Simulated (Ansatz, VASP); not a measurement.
**One calculation of SnO2, two programs**

```
Sn O
1.0
    -3.20056    3.36552    3.36553
     3.20056   -3.36552    3.36553
     3.20056    3.36552   -3.36553
Sn O
4 8
Direct
  0.99997 0.24997 0.75000
  0.00003 0.75003 0.25000
  0.50000 0.50000 0.50000
  0.50000 0.00000 0.00000
  0.19410 0.19413 0.50003
  0.69414 0.75004 0.94410
  0.19410 0.69407 0.99997
  0.30594 0.75004 0.55590
  0.69406 0.24996 0.44410
  0.30586 0.24996 0.05590
  0.80590 0.30593 0.00003
  0.80590 0.80587 0.49997
```

Alike in both runs: task single point; functional r2SCAN; k mesh 6 × 6 × 6; occupations gaussian, width 0.02 eV; no spin polarisation.

|  | VASP | Ansatz |
| --- | --- | --- |
| version | VASP 6.6.1 | Ansatz 0.2.0 |
| potentials or method | VASP PAW PBE potentials, release 64 (Sn_d, O), cutoff 520 eV | scalar-relativistic, plane waves, PAW |
| valence electrons in the cell | 104 | 104 |

Ansatz gave:

```
gap on the k mesh at the Fermi level (eV)                     : 1.77
least direct gap on the mesh (eV)                             : 1.77
pressure (GPa)                                                : 0.0
traceless stress, the component that is largest in VASP (GPa) : 0.00
rms of the force components (eV/Å)                            : 0.000
```

Which values does VASP return?

gap on the k mesh at the Fermi level (eV): 1.80; least direct gap on the mesh (eV): 1.80; pressure (GPa): 1.1; traceless stress, the component that is largest in VASP (GPa): 0.35; rms of the force components (eV/Å): 0.013.

VASP's potentials were made for PBE, not for r2SCAN. Atom by atom the forces differ by 0.014 eV/Å (rms over components).
